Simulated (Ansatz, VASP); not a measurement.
Two plane-wave programs on Br

```xyz
3
Lattice="6.5113 0.0000 0.0000 -3.2557 5.6390 0.0000 0.0000 0.0000 2.5398" Properties=species:S:1:pos:R:3 pbc="T T T"
Br    0.0000    0.0000    0.0000
Br    0.0000    3.7593    1.2699
Br    3.2557    1.8797    1.2699
```

Alike in both runs: functional PBEsol; k mesh 9 × 9 × 18; occupations gaussian, width 0.1 eV; no spin polarisation.

Ansatz relaxed the structure, and its values are those at the end. VASP's run is a single point on that final structure, the one shown.

|  | VASP | Ansatz |
| --- | --- | --- |
| version | VASP 6.6.1 | Ansatz 0.2.0 |
| potentials or method | VASP PAW PBE potentials, release 64 (Br), cutoff 520 eV | scalar-relativistic, plane waves, PAW |
| valence electrons in the cell | 21 | 21 |

|  | VASP | Ansatz | Ansatz less VASP |
| --- | --- | --- | --- |
| gap on the k mesh at the Fermi level (eV) | none | none | - |
| pressure (GPa) | 0.0 | 0.0 | -0.03 |

VASP's potentials were made for PBE, not for PBEsol. A gap of «none» marks a metal or a gap that the smearing closes.
